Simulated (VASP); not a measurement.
Crystal: Sb.

```
Sb
1.0
     0.00000    2.37124    2.37124
     2.37124    0.00000    2.37124
     2.37124    2.37124    0.00000
Sb
1
Direct
  0.00000 0.00000 0.00000
```

This isn't the form of Sb at room conditions, which is rhombohedral.

```yaml
Program: VASP 6.6.1
Task: relaxation of cell and atoms
Functional: PBEsol-based global hybrid with 25 % exact exchange
Potentials_or_basis: VASP PAW PBE potentials, release 64 (Sb_d_GW)
Cutoff: 500 eV
k_mesh: 5 × 5 × 5
Occupations: fermi-dirac, width 0.05 eV
Spin: no spin polarisation
```

At the start: pressure -2.3 GPa; volume 26.67 Å³/atom.

Task: How do energy, volume and symmetry change on relaxing?

Result: Over 3 steps the energy falls by 6.7 meV/atom and the volume is 25.78 Å³/atom (-3.3 %); space group Fm-3m (No. 225, to 0.1 Å) before and after.

The path:
```
step  energy change (eV)  largest force (eV/Å)  pressure (GPa)  volume (Å³)
   1              0.0000                0.0000           -2.31        26.67
   2             -0.0035                0.0000            1.89        25.21
   3             -0.0067                0.0000            0.00        25.78
```

Final structure:
```
Sb
1.0
     0.00000    2.34461    2.34461
     2.34461    0.00000    2.34461
     2.34461    2.34461    0.00000
Sb
1
Direct
  0.00000 0.00000 0.00000
```

Caveat: the k points lie up to 0.46 Å⁻¹ apart in the final cell, too coarse for converged energies and pressures of a metal; the PAW data sets were made with another functional, which shifts forces and pressure a little; an odd number of electrons without spin polarisation forces a metal; a magnetic or distorted state may lie lower.
